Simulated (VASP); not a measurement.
# ZnSe (I-4m2) in VASP: further runs

The runs below take ZnSe through single point, with LDA.

Everything below comes from runs of VASP 6.6.1. Logs are shortened: lines on timing, memory, paths and dates and some standing lists are left out, and cuts for length are marked.

**1. The cell of the first run**

It takes space group I-4m2 (No. 119, tetragonal). Conventional cell: a = 4.048 Å, b = 4.048 Å, c = 5.668 Å, α = 90.00°, β = 90.00°, γ = 90.00°. Zn (site symmetry -4m2) has 4 Se at 2.47 Å within 3.3 Å. Within 3.3 Å of Se (site symmetry -4m2) lie 4 Zn at 2.47 Å.

**2. Single point, LDA (equal xx and yy strain of +1 %)**

INCAR

```
SYSTEM = ZnSe
PREC = Accurate
ENCUT = 520
EDIFF = 1E-6
ISMEAR = -1
SIGMA = 0.03
LREAL = .False.
LASPH = .True.
NELM = 60
ALGO = Normal
ISIF = 2
LWAVE = .False.
LCHARG = .False.
NBANDS = 16
```

KPOINTS

```
regular mesh
0
Gamma
  8 8 8
  0 0 0
```

POSCAR

```
ZnSe
1.0
    0.0000000000      2.8621380000      2.8338000000
    2.8621380000      0.0000000000      2.8338000000
    2.8621380000      2.8621380000      0.0000000000
Zn Se
1 1
Direct
    0.0000000000      0.0000000000      0.0000000000
    0.7500000000      0.7500000000      0.7500000000
```

Potentials or basis: VASP PAW LDA potentials, release 64 (Zn, Se).

Run with:

```sh
cat potpaw_LDA.64/Zn/POTCAR potpaw_LDA.64/Se/POTCAR > POTCAR
mpirun -np 1 vasp_std > vasp.out
```

OUTCAR:

```text
SYSTEM = ZnSe
   PREC = Accurate
   ENCUT = 520
   EDIFF = 1E-6
   ISMEAR = -1
   LREAL = .False.
   LASPH = .True.
   NELM = 60
   ISIF = 2

 ion  position               nearest neighbor table
   1  0.000  0.000  0.000-   2 2.47   2 2.47   2 2.47   2 2.47
   2  0.750  0.750  0.750-   1 2.47   1 2.47   1 2.47   1 2.47

  LATTYP: Found a body centered tetragonal cell.
 ALAT       =     4.0476743770
 C/A-ratio  =     1.4002114479

  Lattice vectors:

 A1 = (   0.0000000000,  -2.8621380000,  -2.8338000000)
 A2 = (   0.0000000000,   2.8621380000,  -2.8338000000)
 A3 = (   2.8621380000,   0.0000000000,   2.8338000000)

Analysis of symmetry for initial positions (statically):
=====================================================================
 Subroutine PRICEL returns:
 Original cell was already a primitive cell.

 Routine SETGRP: Setting up the symmetry group for a
 body centered tetragonal supercell.

 Subroutine GETGRP returns: Found  8 space group operations
 (whereof  8 operations were pure point group operations)
 out of a pool of 16 trial point group operations.

The static configuration has the point symmetry D_2d.

Analysis of symmetry for dynamics (positions and initial velocities):
=====================================================================
 Subroutine PRICEL returns:
 Original cell was already a primitive cell.

 Routine SETGRP: Setting up the symmetry group for a
 body centered tetragonal supercell.

 Subroutine GETGRP returns: Found  8 space group operations
 (whereof  8 operations were pure point group operations)
 out of a pool of 16 trial point group operations.

The dynamic configuration has the point symmetry D_2d.

 Subroutine INISYM returns: Found  8 space group operations
 (whereof  8 operations are pure point group operations),
 and found     1 'primitive' translations

----------------------------------------------------------------------------------------

                                     Primitive cell

  volume of cell :      46.4280

  direct lattice vectors                    reciprocal lattice vectors
     0.000000000  2.862138000  2.833800000    -0.174694581  0.174694581  0.176441527
     2.862138000  0.000000000  2.833800000     0.174694581 -0.174694581  0.176441527
     2.862138000  2.862138000  0.000000000     0.174694581  0.174694581 -0.176441527

  length of vectors
     4.027686230  4.027686230  4.047674377     0.303591841  0.303591841  0.303591841

  position of ions in fractional coordinates (direct lattice)
     0.000000000  0.000000000  0.000000000
     0.750000000  0.750000000  0.750000000

  ion indices of the primitive-cell ions
   primitive index   ion index
                 1           1
                 2           2

----------------------------------------------------------------------------------------

 KPOINTS: regular mesh

Automatic generation of k-mesh.
 Grid dimensions read from file:
 generate k-points for:    8    8    8

 Generating k-lattice:

  Cartesian coordinates                     Fractional coordinates (reciprocal lattice)
    -0.021836823  0.021836823  0.022055191     0.125000000  0.000000000  0.000000000
     0.021836823 -0.021836823  0.022055191     0.000000000  0.125000000  0.000000000
     0.021836823  0.021836823 -0.022055191     0.000000000  0.000000000  0.125000000

  Length of vectors
     0.037948980  0.037948980  0.037948980

  Shift w.r.t. Gamma in fractional coordinates (k-lattice)
     0.000000000  0.000000000  0.000000000

 Subroutine IBZKPT returns following result:
 ===========================================

 Found     59 irreducible k-points:

 Following reciprocal coordinates:
            Coordinates               Weight
  0.000000  0.000000  0.000000      1.000000
  0.125000  0.000000  0.000000      8.000000
  0.250000  0.000000  0.000000      8.000000
  0.375000  0.000000  0.000000      8.000000
  0.500000  0.000000  0.000000      4.000000
  0.125000  0.125000  0.000000      2.000000
[... 16 lines left out ...]
  0.250000  0.000000  0.125000     16.000000
  0.375000  0.000000  0.125000     16.000000
 [... further k-points ...]
   k-points           NKPTS =     59   k-points in BZ     NKDIM =     59   number of bands    NBANDS=     16
   number of dos      NEDOS =    301   number of ions     NIONS =      2
   total plane-waves  NPLWV =  27000
   dimension x,y,z NGX =    30 NGY =   30 NGZ =   30
   dimension x,y,z NGXF=    60 NGYF=   60 NGZF=   60
   ions per type =               1   1
   NGX,Y,Z   is equivalent  to a cutoff of  12.38, 12.38, 12.32 a.u.
   NGXF,Y,Z  is equivalent  to a cutoff of  24.77, 24.77, 24.64 a.u.
 SYSTEM =  ZnSe
   PREC   = accura    normal or accurate (medium, high low for compatibility)
   ISTART =      0    job   : 0-new  1-cont  2-samecut
   ICHARG =      2    charge: 1-file 2-atom 10-const
   ISPIN  =      1    spin polarized calculation?
   LNONCOLLINEAR =      F non collinear calculations
   LSORBIT =      F    spin-orbit coupling
   LASPH  =      T    aspherical Exc in radial PAW
   ENCUT  =  520.0 eV  38.22 Ry    6.18 a.u.   7.49  7.49  7.53*2*pi/ulx,y,z
   NELM   =     60;   NELMIN=  2; NELMDL= -5     # of ELM steps
   EDIFF  = 0.1E-05   stopping-criterion for ELM
   LREAL  =      F    real-space projection
   EDIFFG = 0.1E-04   stopping-criterion for IOM
   NSW    =      0    number of steps for IOM
   IBRION =     -1    ionic relax: 0-MD 1-quasi-New 2-CG
   NFREE  =      0    steps in history (QN), initial steepest desc. (CG)
   ISIF   =      2    stress and relaxation
   ISYM   =      2    0-nonsym 1-usesym 2-fastsym
   POTIM  = 0.5000    time-step for ionic-motion
   TEBEG  =    0.0;   TEEND  =   0.0 temperature during run
   PSTRESS=    0.0 pullay stress
   NELECT =      18.0000    total number of electrons
   NUPDOWN=      -1.0000    fix difference up-down
   EMIN   =  10.00;   EMAX   =-10.00  energy-range for DOS
   EFERMI =   0.00;   METHOD = LEGACY
   ISMEAR =    -1;   SIGMA  =   0.03  broadening in eV -4-tet -1-fermi 0-gaus
   EFERMI_NEDOS =   21; number of points for ismear=-14 and -15
   IALGO  =     38    algorithm
   IMIX   =      4    mixing-type and parameters
     AMIX     =   0.40;   BMIX     =  1.00
     AMIX_MAG =   1.60;   BMIX_MAG =  1.00
  volume/ion in A,a.u.               =      23.21       156.66
  Fermi-wavevector in a.u.,A,eV,Ry     =   1.193728  2.255820 19.388134  1.424988
  Thomas-Fermi vector in A             =   2.329736
   LORBIT       =      0    0 simple, 1 ext, 2 COOP (PROOUT), +10 PAW based schemes
   GGA     = CA    functional components
   LHFCALC =     F    Hartree Fock is set to
   AEXX    =    0.0000 exact exchange contribution
   IVDW    =     0    specifies the selected vdW correction
   LEPSILON=     F    determine dielectric tensor
   LRPA    =     F    only Hartree local field effects (RPA)
 non-spin polarized calculation
  energy-cutoff  :      520.00
  volume of cell :       46.43
 maximum number of plane-waves:      1271
 NGX is ok and might be reduce to    30
   NGX = 15   NGY = 15   NGZ = 15

 number of electron      18.0000016 magnetization

 Free energy of the ion-electron system (eV)
  ---------------------------------------------------
  ext. energy  EPLUGINS =         0.00000000
  ---------------------------------------------------
  free energy    TOTEN  =        -7.32927749 eV

  energy without entropy =       -7.32927749  energy(sigma->0) =       -7.32927749

 E-fermi :   1.8515     XC(G=0):  -9.6111

 val. band max:        1.3587296781   @ k =   0.0000   0.0000   0.0000
 cond. band min:       2.3234046301   @ k =   0.0000   0.0000   0.0000
 fundamental gap:      0.9646749520
 Fermi energy:         1.8514875031

 k-point     1 :       0.0000    0.0000    0.0000
  band No.  band energies     occupation
      1     -11.8294      2.00000
      2      -5.2726      2.00000
      3      -5.2726      2.00000
      4      -5.2685      2.00000
      5      -4.9304      2.00000
      6      -4.9287      2.00000
[... 8 lines left out ...]
     15      12.6770      0.00000
     16      12.8514      0.00000

 k-point     2 :       0.1250    0.0000    0.0000
  band No.  band energies     occupation
      1     -11.7320      2.00000
      2      -5.2635      2.00000
      3      -5.2579      2.00000
      4      -5.2545      2.00000
      5      -4.9315      2.00000
      6      -4.9302      2.00000
[... 8 lines left out ...]
     15      11.8776      0.00000
     16      12.0048      0.00000

 k-point     3 :       0.2500    0.0000    0.0000
  band No.  band energies     occupation
      1     -11.4795      2.00000
      2      -5.2257      2.00000
      3      -5.2222      2.00000
      4      -5.2050      2.00000
      5      -4.9295      2.00000
      6      -4.9295      2.00000
[... 8 lines left out ...]
     15      11.6741      0.00000
     16      11.8048      0.00000

 k-point     4 :       0.3750    0.0000    0.0000
  band No.  band energies     occupation
      1     -11.1969      2.00000
      2      -5.2003      2.00000
      3      -5.1955      2.00000
      4      -5.0156      2.00000
      5      -4.9205      2.00000
      6      -4.9188      2.00000
[... 8 lines left out ...]
     15      12.7588      0.00000
     16      12.7889      0.00000
[... 324 lines left out ...]
 k-point    22 :       0.1250    0.0000    0.1250
  band No.  band energies     occupation
      1     -11.7002      2.00000
      2      -5.2780      2.00000
      3      -5.2447      2.00000
      4      -5.2402      2.00000
      5      -4.9408      2.00000
      6      -4.9226      2.00000
[... 8 lines left out ...]
     15      12.2153      0.00000
     16      13.0231      0.00000

 k-point    23 :       0.2500    0.0000    0.1250
  band No.  band energies     occupation
      1     -11.4992      2.00000
      2      -5.2585      2.00000
      3      -5.2088      2.00000
      4      -5.2021      2.00000
      5      -4.9458      2.00000
      6      -4.9170      2.00000
[... 8 lines left out ...]
     15      12.8170      0.00000
     16      13.1612      0.00000

 k-point    24 :       0.3750    0.0000    0.1250
  band No.  band energies     occupation
      1     -11.2227      2.00000
      2      -5.2090      2.00000
      3      -5.1771      2.00000
      4      -5.0944      2.00000
      5      -4.9267      2.00000
      6      -4.9105      2.00000
[... 8 lines left out ...]
     15      12.8441      0.00000
     16      13.5244      0.00000

 [... further k-points ...]

------------------------ aborting loop because EDIFF is reached ----------------------------------------

  FORCE on cell =-STRESS in cart. coord.  units (eV):
  Direction    XX          YY          ZZ          XY          YZ          ZX
  --------------------------------------------------------------------------------------
  -------------------------------------------------------------------------------------
  Total       -1.2481032     -1.2481032     -1.1347727      0.0000000      0.0000000      0.0000000
  in kB      -43.0705831    -43.0705831    -39.1596783      0.0000000      0.0000000      0.0000000
  external PRESSURE =     -41.7669482 kB  Pullay stress =       0.0000000 kB

 VOLUME and BASIS-vectors are now :
 -----------------------------------------------------------------------------
  energy-cutoff  :      520.00
  volume of cell :       46.43
      direct lattice vectors                 reciprocal lattice vectors
     0.000000000  2.862138000  2.833800000    -0.174694581  0.174694581  0.176441527
     2.862138000  0.000000000  2.833800000     0.174694581 -0.174694581  0.176441527
     2.862138000  2.862138000  0.000000000     0.174694581  0.174694581 -0.176441527

 POSITION                                       TOTAL-FORCE (eV/Angst)
 -----------------------------------------------------------------------------------
      0.00000      0.00000      0.00000        -0.000000     -0.000000      0.000000
      4.29321      4.29321      4.25070         0.000000      0.000000      0.000000
 -----------------------------------------------------------------------------------
    total drift:                                0.000001      0.000001      0.000000

  FREE ENERGIE OF THE ION-ELECTRON SYSTEM (eV)
  ---------------------------------------------------
  free  energy   TOTEN  =        -7.3292774945 eV

  energy  without entropy=       -7.3292774939  energy(sigma->0) =       -7.32927749
```

Wall time 80 s (1 thread of Intel Xeon 6975P-C, shared host); peak memory 0.18 GiB.

Results:

- Free energy: -7.3293 eV
- Pressure: -4.2 GPa
- Band gap on the k mesh: 0.96 eV, direct

Caveat: the cell differs from its parent crystal (equal xx and yy strain of +1 %).

**3. Single point, LDA (equal xx and yy strain of +2 %)**

INCAR

```
SYSTEM = ZnSe
ALGO = Normal ; EDIFF = 1E-6
ENCUT = 520 ; ISIF = 2
ISMEAR = -1 ; LASPH = .TRUE.
LCHARG = .FALSE. ; LREAL = .FALSE.
LWAVE = .FALSE. ; NBANDS = 16
NELM = 100 ; PREC = Accurate
SIGMA = 0.03
```

KPOINTS

```
k-points
0
G
  8 8 8
  0 0 0
```

POSCAR

```
ZnSe
1.0
    0.0000000000      2.8904760000      2.8338000000
    2.8904760000      0.0000000000      2.8338000000
    2.8904760000      2.8904760000      0.0000000000
Zn Se
1 1
Direct
    0.0000000000      0.0000000000      0.0000000000
    0.7500000000      0.7500000000      0.7500000000
```

Potentials or basis: VASP PAW LDA potentials, release 64 (Zn, Se).

Run with:

```sh
cat potpaw_LDA.64/Zn/POTCAR potpaw_LDA.64/Se/POTCAR > POTCAR
mpirun -np 1 vasp_std > vasp.out
```

Run time: 80 s. Hardware: 1 thread of Intel Xeon 6975P-C, shared host; peak memory 0.18 GiB.

The run converged. Its results:

```yaml
Free_energy: -7.3013 eV
Pressure: -5.2 GPa
Band_gap_on_the_k_mesh: 0.86 eV, direct
```

Stress tensor (GPa, compression positive):
```
-5.41  0.00  0.00
 0.00 -5.41  0.00
 0.00  0.00 -4.64
```

Levels at points of the mesh, in eV from the valence-band top:
| k point | band 7 | band 8 | band 9 | band 10 | band 11 | band 12 |
| --- | --- | --- | --- | --- | --- | --- |
| (0.00, 0.00, 0.00) | -0.07 | -0.07 | 0.00 | 0.86 | 5.66 | 5.67 |
| (0.50, 0.00, 0.00) | -5.09 | -0.92 | -0.81 | 2.25 | 6.17 | 6.32 |
| (0.50, 0.50, 0.00) | -4.62 | -2.18 | -2.18 | 2.79 | 3.15 | 10.30 |
| (0.50, 0.00, 0.50) | -4.74 | -2.09 | -2.06 | 2.87 | 3.34 | 10.12 |

Caveat: the cell differs from its parent crystal (equal xx and yy strain of +2 %).

**4. Single point, LDA (equal xx and yy strain of +3 %)**

INCAR

```
PREC = Accurate
ENCUT = 520
EDIFF = 1E-6
ISMEAR = -1
SIGMA = 0.03
LREAL = F
LASPH = T
NELM = 80
ALGO = Normal
ISIF = 2
LWAVE = F
LCHARG = F
NBANDS = 16
```

KPOINTS

```
regular mesh
0
Gamma
  8 8 8
```

POSCAR

```
ZnSe
1.0
    0.0000000000      2.9188140000      2.8338000000
    2.9188140000      0.0000000000      2.8338000000
    2.9188140000      2.9188140000      0.0000000000
Zn Se
1 1
Direct
    0.0000000000      0.0000000000      0.0000000000
    0.7500000000      0.7500000000      0.7500000000
```

Run with:

```sh
cat potpaw_LDA.64/Zn/POTCAR potpaw_LDA.64/Se/POTCAR > POTCAR
mpirun -np 1 vasp_std > vasp.out
```

Run time: 97 s. Hardware: 1 thread of Intel Xeon 6975P-C, shared host; peak memory 0.18 GiB.

Results (log left out):

```
Free energy            : -7.2669 eV
Pressure               : -6.0 GPa
Band gap on the k mesh : 0.77 eV, direct
```

Stress tensor (GPa, compression positive):
```
-6.41  0.00  0.00
 0.00 -6.41  0.00
 0.00  0.00 -5.28
```

Levels at points of the mesh, in eV from the valence-band top:
| k point | band 7 | band 8 | band 9 | band 10 | band 11 | band 12 |
| --- | --- | --- | --- | --- | --- | --- |
| (0.00, 0.00, 0.00) | -0.10 | -0.10 | 0.00 | 0.77 | 5.64 | 5.66 |
| (0.50, 0.00, 0.00) | -4.99 | -0.94 | -0.78 | 2.19 | 6.11 | 6.34 |
| (0.50, 0.50, 0.00) | -4.52 | -2.16 | -2.16 | 2.79 | 3.07 | 10.20 |
| (0.50, 0.00, 0.50) | -4.69 | -2.03 | -1.99 | 2.91 | 3.34 | 9.93 |

Caveat: the cell differs from its parent crystal (equal xx and yy strain of +3 %).

[end of part 1 of 2]
